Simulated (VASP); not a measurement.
## Ti3H: single point with PBE

Ti3H, a slab with vacuum:

```xyz
4
Lattice="2.8194 0.0000 0.0000 -0.9398 2.6581 0.0000 0.0000 0.0000 21.3260" Properties=species:S:1:pos:R:3 pbc="T T T"
Ti    0.9398    1.3291    4.0000
Ti    0.0000    0.0000    6.1690
Ti    0.9398    1.3291    8.3260
H     1.8796    2.6581    9.2560
```

```json
{"Program": "VASP 6.6.1", "Task": "single point", "Functional": "PBE", "Potentials or basis": "VASP PAW PBE potentials, release 64 (Ti_sv, H)", "Cutoff": "520 eV", "k mesh": "10 × 10 × 1", "Occupations": "gaussian, width 0.1 eV", "Spin": "no spin polarisation"}
```

```
Largest force          : 0.355 eV/Å
Band gap on the k mesh : zero (an odd number of electrons rules out a gap without spin polarisation)
```

Forces in eV/Å, atoms in the order of the input:
```
Ti   0.000  0.000  0.000
Ti   0.000  0.000 -0.355
Ti   0.000  0.000  0.123
H    0.000  0.000  0.232
```

Levels at points of the mesh, in eV from the Fermi level:
```tsv
k point	band 17	band 18	band 19	band 20	band 21	band 22
(0.00, 0.00, 0.00)	-0.43	-0.02	0.04	0.91	1.03	1.06
(0.50, 0.00, 0.00)	-0.35	-0.35	-0.17	0.16	1.00	2.34
(0.50, 0.50, 0.00)	-0.88	-0.25	1.00	1.11	1.48	2.02
```

Run time: 4.2 min on 1 thread of Intel(R) Xeon(R) Platinum 8488C (Sapphire Rapids) (shared host), peak memory 0.34 GiB.
